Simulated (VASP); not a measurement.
# NaCl (Fm-3m) in VASP: notebook

NaCl is run at these levels: HSE06; tasks: single point.

All numbers are computed with VASP 6.6.1; they aren't measurements. Logs are shortened: lines on timing, memory, paths and dates and some standing lists are left out, and cuts for length are marked.

## Step 1: The cell of the first run

It takes space group Fm-3m (No. 225, cubic). The conventional cell has a = 5.830 Å, b = 5.830 Å, c = 5.830 Å, α = 90.00°, β = 90.00°, γ = 90.00°. Within 3.8 Å of Na (site symmetry m-3m) lie 6 Cl at 2.91 Å. Cl (site symmetry m-3m) has 6 Na at 2.91 Å within 3.8 Å.

## Step 2: Single point, HSE06 (strain +4.0%)

The input, POSCAR:

```
NaCl
1.0
    0.0000000000      2.9148067784      2.9148067784
    2.9148067784      0.0000000000      2.9148067784
    2.9148067784      2.9148067784      0.0000000000
Na Cl
1 1
Direct
    0.0000000000      0.0000000000      0.0000000000
    0.5000000000      0.5000000000      0.5000000000
```

The input, INCAR.step1:

```
  PREC = Accurate
  ENCUT = 520
  EDIFF = 1E-5
  ISMEAR = 0
  SIGMA = 0.01
  LREAL = F
  LASPH = T
  NELM = 80
  ALGO = Normal
  ISIF = 2
  LWAVE = T
  LCHARG = F
  NBANDS = 14
  GGA = PE
```

The input, INCAR.step2:

```
  PREC = Accurate
  ENCUT = 520
  EDIFF = 1E-7
  ISMEAR = 0
  SIGMA = 0.01
  LREAL = F
  LASPH = T
  NELM = 80
  ALGO = Normal
  ISIF = 2
  LWAVE = F
  LCHARG = F
  GGA = PE
  LHFCALC = T
  HFSCREEN = 0.2079
  PRECFOCK = Normal
  NBANDS = 14
  ISTART = 1
```

The input, KPOINTS:

```
Automatic mesh
0
Gamma
  6 6 6
```

Potentials or basis: VASP PAW PBE potentials, release 64 (Na_pv, Cl).

Command:

```console
cat potpaw_PBE.64/Na_pv/POTCAR potpaw_PBE.64/Cl/POTCAR > POTCAR
cp INCAR.step1 INCAR
mpirun -np 1 vasp_std > vasp.out
cp INCAR.step2 INCAR
mpirun -np 1 vasp_std > vasp.out
```

OUTCAR:

```text
PREC = Accurate
   ENCUT = 520
   EDIFF = 1E-7
   ISMEAR = 0
   LREAL = F
   LASPH = T
   NELM = 80
   ISIF = 2
   GGA = PE
   LHFCALC = T
   HFSCREEN = 0.2079
   PRECFOCK = Normal
   ISTART = 1

 ion  position               nearest neighbor table
   1  0.000  0.000  0.000-
   2  0.500  0.500  0.500-

  LATTYP: Found a face centered cubic cell.
 ALAT       =     5.8296135568

  Lattice vectors:

 A1 = (   0.0000000000,   2.9148067784,   2.9148067784)
 A2 = (   2.9148067784,   0.0000000000,   2.9148067784)
 A3 = (   2.9148067784,   2.9148067784,   0.0000000000)

Analysis of symmetry for initial positions (statically):
=====================================================================
 Subroutine PRICEL returns:
 Original cell was already a primitive cell.

 Routine SETGRP: Setting up the symmetry group for a
 face centered cubic supercell.

 Subroutine GETGRP returns: Found 48 space group operations
 (whereof 48 operations were pure point group operations)
 out of a pool of 48 trial point group operations.

The static configuration has the point symmetry O_h .

Analysis of symmetry for dynamics (positions and initial velocities):
=====================================================================
 Subroutine PRICEL returns:
 Original cell was already a primitive cell.

 Routine SETGRP: Setting up the symmetry group for a
 face centered cubic supercell.

 Subroutine GETGRP returns: Found 48 space group operations
 (whereof 48 operations were pure point group operations)
 out of a pool of 48 trial point group operations.

The dynamic configuration has the point symmetry O_h .

 Subroutine INISYM returns: Found 48 space group operations
 (whereof 48 operations are pure point group operations),
 and found     1 'primitive' translations

----------------------------------------------------------------------------------------

                                     Primitive cell

  volume of cell :      49.5290

  direct lattice vectors                    reciprocal lattice vectors
     0.000000000  2.914806778  2.914806778    -0.171537957  0.171537957  0.171537957
     2.914806778  0.000000000  2.914806778     0.171537957 -0.171537957  0.171537957
     2.914806778  2.914806778  0.000000000     0.171537957  0.171537957 -0.171537957

  length of vectors
[... 89 lines left out ...]
   EFERMI_NEDOS =   21; number of points for ismear=-14 and -15
   IALGO  =     38    algorithm
   IMIX   =      1    mixing-type and parameters
     AMIX     =   0.40;   BMIX     =  1.00
     AMIX_MAG =   1.60;   BMIX_MAG =  1.00
  volume/ion in A,a.u.               =      24.76       167.12
  Fermi-wavevector in a.u.,A,eV,Ry     =   1.074396  2.030314 15.705571  1.154327
  Thomas-Fermi vector in A             =   2.210223
   LORBIT       =      0    0 simple, 1 ext, 2 COOP (PROOUT), +10 PAW based schemes
   GGA     = PE    functional components
   LHFCALC =     T    Hartree Fock is set to
   PRECFOCK=normal    Normal, Fast or Accurate (Low or Medium for compatibility)
   ENCUT4O =  -1.0   cutoff for four orbital integrals eV
   NKREDX  =     1    reduce k-point grid by
   NKREDY  =     1    reduce k-point grid by
   NKREDZ  =     1    reduce k-point grid by
   AEXX    =    0.2500 exact exchange contribution
   HFSCREEN=    0.2079 screening length (either q_TF or 0.3 A-1)
   HFSCREENC=   0.2079 screening length for correlation (either q_TF or 0.3 A-1)
   ENCUTFOCK=  -1.0 apply spherical cutoff to Coloumb kernel
   IVDW    =     0    specifies the selected vdW correction
   LEPSILON=     F    determine dielectric tensor
   LRPA    =     F    only Hartree local field effects (RPA)
 non-spin polarized calculation
 Gauss-broadening in eV      SIGMA  =   0.01
  energy-cutoff  :      520.00
  volume of cell :       49.53
 maximum number of plane-waves:      1363
 NGX is ok and might be reduce to    32
  NGX = 24; NGY = 24; NGZ = 24

 number of electron      13.9999998 magnetization

 Free energy of the ion-electron system (eV)
  ---------------------------------------------------
  ext. energy  EPLUGINS =         0.00000000
  ---------------------------------------------------
  free energy    TOTEN  =        -7.85209992 eV

  energy without entropy =       -7.85209992  energy(sigma->0) =       -7.85209992

 E-fermi :  -2.1056     XC(G=0):  -6.4675

 val. band max:       -2.2485651236   @ k =   0.0000   0.0000   0.0000
 cond. band min:       3.8390438139   @ k =   0.0000   0.0000   0.0000
 fundamental gap:      6.0876089375
 Fermi energy:        -2.1056303720

 k-point     1 :       0.0000    0.0000    0.0000
  band No.  band energies     occupation
      1     -25.3530      2.00000
      2     -25.3530      2.00000
      3     -25.3530      2.00000
      4     -15.8815      2.00000
      5      -2.2486      2.00000
      6      -2.2486      2.00000
      7      -2.2486      2.00000
      8       3.8390      0.00000
      9      10.2169      0.00000
     10      10.2169      0.00000
     11      10.2169      0.00000
     12      12.4148      0.00000
     13      12.4148      0.00000
     14      13.5640      0.00000
[... 241 lines left out ...]
      1     -25.3632      2.00000
      2     -25.3597      2.00000
      3     -25.3586      2.00000
      4     -15.5563      2.00000
      5      -3.5486      2.00000
      6      -3.0701      2.00000
      7      -2.8863      2.00000
      8       7.2271      0.00000
      9       7.8970      0.00000
     10       9.2515      0.00000
     11      10.8250      0.00000
     12      13.7849      0.00000
     13      15.0767      0.00000
     14      15.1688      0.00000

------------------------ aborting loop because EDIFF is reached ----------------------------------------

  FORCE on cell =-STRESS in cart. coord.  units (eV):
  Direction    XX          YY          ZZ          XY          YZ          ZX
  --------------------------------------------------------------------------------------
  -------------------------------------------------------------------------------------
  Total       -0.5741786     -0.5741786     -0.5741786      0.0000000      0.0000000     -0.0000000
  in kB      -18.5736924    -18.5736924    -18.5736924      0.0000000      0.0000000     -0.0000000
  external PRESSURE =     -18.5736924 kB  Pullay stress =       0.0000000 kB

 VOLUME and BASIS-vectors are now :
 -----------------------------------------------------------------------------
  energy-cutoff  :      520.00
  volume of cell :       49.53
      direct lattice vectors                 reciprocal lattice vectors
     0.000000000  2.914806778  2.914806778    -0.171537957  0.171537957  0.171537957
     2.914806778  0.000000000  2.914806778     0.171537957 -0.171537957  0.171537957
     2.914806778  2.914806778  0.000000000     0.171537957  0.171537957 -0.171537957

 POSITION                                       TOTAL-FORCE (eV/Angst)
 -----------------------------------------------------------------------------------
      0.00000      0.00000      0.00000        -0.000000      0.000000     -0.000000
      2.91481      2.91481      2.91481         0.000000     -0.000000      0.000000
 -----------------------------------------------------------------------------------
    total drift:                                0.000001      0.000002      0.000002

  FREE ENERGIE OF THE ION-ELECTRON SYSTEM (eV)
  ---------------------------------------------------
  free  energy   TOTEN  =        -7.8520999225 eV

  energy  without entropy=       -7.8520999225  energy(sigma->0) =       -7.85209992
```

Wall time 48 min (1 thread of Intel Xeon 8259CL, shared host); peak memory 0.29 GiB.

What came out:

```yaml
Free_energy: -7.8521 eV
Pressure: -1.9 GPa
Band_gap_on_the_k_mesh: 6.09 eV
```

Levels at points of the mesh, in eV from the valence-band top:
| k point | band 5 | band 6 | band 7 | band 8 | band 9 | band 10 |
| --- | --- | --- | --- | --- | --- | --- |
| (0.00, 0.00, 0.00) | 0.00 | 0.00 | 0.00 | 6.09 | 12.47 | 12.47 |
| (0.50, 0.00, 0.00) | -1.74 | -0.23 | -0.23 | 8.42 | 11.41 | 12.21 |
| (0.50, 0.50, 0.00) | -1.51 | -0.55 | -0.55 | 8.67 | 9.44 | 12.15 |

Caveat: the cell differs from its parent crystal (strain +4.0%); the PAW data sets were made with another functional, which shifts forces and pressure a little.

## Step 3: Single point, HSE06

This run uses another cell than the first one, of 22.02 Å³/atom.

The input, POSCAR:

```
NaCl
1.0
    0.0000000000      2.8026988254      2.8026988254
    2.8026988254      0.0000000000      2.8026988254
    2.8026988254      2.8026988254      0.0000000000
Na Cl
1 1
Direct
    0.0000000000      0.0000000000      0.0000000000
    0.5000000000      0.5000000000      0.5000000000
```

The input, INCAR.step1:

```
PREC = Accurate
ENCUT = 520
EDIFF = 1E-5
ISMEAR = 0
SIGMA = 0.01
LREAL = F
LASPH = T
NELM = 100
ALGO = Normal
ISIF = 2
LWAVE = T
GGA = PE
NBANDS = 14
```

The input, INCAR.step2:

```
PREC = Accurate
ENCUT = 520
EDIFF = 1E-6
ISMEAR = 0
SIGMA = 0.01
LREAL = F
LASPH = T
NELM = 100
ALGO = Normal
ISIF = 2
LWAVE = F
LCHARG = T
GGA = PE
LHFCALC = T
HFSCREEN = 0.2079
PRECFOCK = Normal
LELF = T
LVHAR = T
ISTART = 1
NBANDS = 14
```

KPOINTS is that of step 2.

Potentials or basis: VASP PAW PBE potentials, release 64 (Na_pv, Cl).

Command:

```console
cat potpaw_PBE.64/Na_pv/POTCAR potpaw_PBE.64/Cl/POTCAR > POTCAR
cp INCAR.step1 INCAR
mpirun -np 1 vasp_std > vasp.out
cp INCAR.step2 INCAR
mpirun -np 1 vasp_std > vasp.out
```

OUTCAR:

```text
PREC = Accurate
   ENCUT = 520
   EDIFF = 1E-6
   ISMEAR = 0
   LREAL = F
   LASPH = T
   NELM = 100
   ISIF = 2
   GGA = PE
   LHFCALC = T
   HFSCREEN = 0.2079
   PRECFOCK = Normal
   ISTART = 1

 ion  position               nearest neighbor table
   1  0.000  0.000  0.000-
   2  0.500  0.500  0.500-

  LATTYP: Found a face centered cubic cell.
 ALAT       =     5.6053976508

  Lattice vectors:

 A1 = (   0.0000000000,   2.8026988254,   2.8026988254)
 A2 = (   2.8026988254,   0.0000000000,   2.8026988254)
 A3 = (   2.8026988254,   2.8026988254,   0.0000000000)

Analysis of symmetry for initial positions (statically):
=====================================================================
 Subroutine PRICEL returns:
 Original cell was already a primitive cell.

 Routine SETGRP: Setting up the symmetry group for a
 face centered cubic supercell.

 Subroutine GETGRP returns: Found 48 space group operations
 (whereof 48 operations were pure point group operations)
 out of a pool of 48 trial point group operations.

The static configuration has the point symmetry O_h .

Analysis of symmetry for dynamics (positions and initial velocities):
=====================================================================
 Subroutine PRICEL returns:
 Original cell was already a primitive cell.

 Routine SETGRP: Setting up the symmetry group for a
 face centered cubic supercell.

 Subroutine GETGRP returns: Found 48 space group operations
 (whereof 48 operations were pure point group operations)
 out of a pool of 48 trial point group operations.

The dynamic configuration has the point symmetry O_h .

 Subroutine INISYM returns: Found 48 space group operations
 (whereof 48 operations are pure point group operations),
 and found     1 'primitive' translations

[... 119 lines left out ...]
   HFSCREENC=   0.2079 screening length for correlation (either q_TF or 0.3 A-1)
   ENCUTFOCK=  -1.0 apply spherical cutoff to Coloumb kernel
   IVDW    =     0    specifies the selected vdW correction
   LEPSILON=     F    determine dielectric tensor
   LRPA    =     F    only Hartree local field effects (RPA)
 non-spin polarized calculation
 Gauss-broadening in eV      SIGMA  =   0.01
  energy-cutoff  :      520.00
  volume of cell :       44.03
 maximum number of plane-waves:      1243
 NGX is ok and might be reduce to    30
  NGX = 24; NGY = 24; NGZ = 24

 number of electron      14.0000003 magnetization

 Free energy of the ion-electron system (eV)
  ---------------------------------------------------
  ext. energy  EPLUGINS =         0.00000000
  ---------------------------------------------------
  free energy    TOTEN  =        -7.87556421 eV

  energy without entropy =       -7.87556421  energy(sigma->0) =       -7.87556421

 E-fermi :  -1.5559     XC(G=0):  -6.8610

 val. band max:       -1.6181794722   @ k =   0.0000   0.0000   0.0000
 cond. band min:       4.9321382373   @ k =   0.0000   0.0000   0.0000
 fundamental gap:      6.5503177095
 Fermi energy:        -1.5559421247

 k-point     1 :       0.0000    0.0000    0.0000
  band No.  band energies     occupation
      1     -24.4645      2.00000
      2     -24.4645      2.00000
      3     -24.4645      2.00000
      4     -15.5137      2.00000
      5      -1.6182      2.00000
      6      -1.6182      2.00000
      7      -1.6182      2.00000
      8       4.9321      0.00000
      9      11.0226      0.00000
     10      11.0226      0.00000
     11      11.0226      0.00000
     12      13.3739      0.00000
     13      13.3739      0.00000
     14      14.7274      0.00000
[... 241 lines left out ...]
      1     -24.4817      2.00000
      2     -24.4757      2.00000
      3     -24.4741      2.00000
      4     -15.0588      2.00000
      5      -3.2001      2.00000
      6      -2.6229      2.00000
      7      -2.4008      2.00000
      8       8.3290      0.00000
      9       8.6780      0.00000
     10      10.4838      0.00000
     11      12.1668      0.00000
     12      15.4480      0.00000
     13      16.5637      0.00000
     14      16.6011      0.00000

------------------------ aborting loop because EDIFF is reached ----------------------------------------

  FORCE on cell =-STRESS in cart. coord.  units (eV):
  Direction    XX          YY          ZZ          XY          YZ          ZX
  --------------------------------------------------------------------------------------
  -------------------------------------------------------------------------------------
  Total        0.1920241      0.1920241      0.1920241      0.0000000      0.0000000      0.0000000
  in kB        6.9872606      6.9872606      6.9872606      0.0000000      0.0000000      0.0000000
  external PRESSURE =       6.9872606 kB  Pullay stress =       0.0000000 kB

 VOLUME and BASIS-vectors are now :
 -----------------------------------------------------------------------------
  energy-cutoff  :      520.00
  volume of cell :       44.03
      direct lattice vectors                 reciprocal lattice vectors
     0.000000000  2.802698825  2.802698825    -0.178399475  0.178399475  0.178399475
     2.802698825  0.000000000  2.802698825     0.178399475 -0.178399475  0.178399475
     2.802698825  2.802698825  0.000000000     0.178399475  0.178399475 -0.178399475

 POSITION                                       TOTAL-FORCE (eV/Angst)
 -----------------------------------------------------------------------------------
      0.00000      0.00000      0.00000         0.000000     -0.000000      0.000000
      2.80270      2.80270      2.80270        -0.000000      0.000000     -0.000000
 -----------------------------------------------------------------------------------
    total drift:                               -0.000001     -0.000002     -0.000002

  FREE ENERGIE OF THE ION-ELECTRON SYSTEM (eV)
  ---------------------------------------------------
  free  energy   TOTEN  =        -7.8755642121 eV

  energy  without entropy=       -7.8755642121  energy(sigma->0) =       -7.87556421
```

OUTCAR.step1:

```text
PREC = Accurate
   ENCUT = 520
   EDIFF = 1E-5
   ISMEAR = 0
   LREAL = F
   LASPH = T
[... 482 lines left out ...]
 -----------------------------------------------------------------------------------
      0.00000      0.00000      0.00000        -0.000000      0.000000      0.000000
      2.80270      2.80270      2.80270         0.000000     -0.000000     -0.000000
 -----------------------------------------------------------------------------------
    total drift:                               -0.000000      0.000000      0.000000

  FREE ENERGIE OF THE ION-ELECTRON SYSTEM (eV)
  ---------------------------------------------------
  free  energy   TOTEN  =        -6.7694061569 eV

  energy  without entropy=       -6.7694061569  energy(sigma->0) =       -6.76940616
```

OSZICAR.step1:

```text
N       E                     dE             d eps       ncg     rms          rms(c)
DAV:   1     0.985256595526E+02    0.98526E+02   -0.69142E+03   456   0.102E+03
DAV:   2     0.174078841530E+01   -0.96785E+02   -0.88372E+02   472   0.266E+02
DAV:   3    -0.682593659560E+01   -0.85667E+01   -0.85054E+01   574   0.729E+01
DAV:   4    -0.696132991337E+01   -0.13539E+00   -0.13535E+00   544   0.987E+00
DAV:   5    -0.696413693113E+01   -0.28070E-02   -0.28068E-02   552   0.145E+00    0.216E+00
DAV:   6    -0.677534188130E+01    0.18880E+00   -0.31486E-01   550   0.327E+00    0.161E+00
DAV:   7    -0.676386260088E+01    0.11479E-01   -0.82194E-02   582   0.165E+00    0.110E+00
DAV:   8    -0.676942255945E+01   -0.55600E-02   -0.98874E-03   508   0.855E-01    0.304E-01
DAV:   9    -0.676930310202E+01    0.11946E-03   -0.23291E-04   556   0.115E-01    0.165E-01
DAV:  10    -0.676941722593E+01   -0.11412E-03   -0.32324E-04   514   0.141E-01    0.684E-02
DAV:  11    -0.676940605694E+01    0.11169E-04   -0.20968E-05   554   0.419E-02    0.150E-02
DAV:  12    -0.676940615692E+01   -0.99981E-07   -0.22124E-06   346   0.141E-02
   1 F= -.67694062E+01 E0= -.67694062E+01  d E =-.132960E-79
```

It took 40 min on 1 thread of AMD EPYC 7R43 (Zen 3), shared host; peak memory 0.24 GiB.

What came out:

- Free energy: -7.8756 eV
- Pressure: 0.7 GPa
- Band gap on the k mesh: 6.55 eV

Levels at points of the mesh, in eV from the valence-band top:
```tsv
k point	band 5	band 6	band 7	band 8	band 9	band 10
(0.00, 0.00, 0.00)	0.00	0.00	0.00	6.55	12.64	12.64
(0.50, 0.00, 0.00)	-2.10	-0.29	-0.29	8.66	12.40	12.55
(0.50, 0.50, 0.00)	-1.83	-0.66	-0.66	9.05	9.40	13.03
```

Caveat: the PAW data sets were made with another functional, which shifts forces and pressure a little.
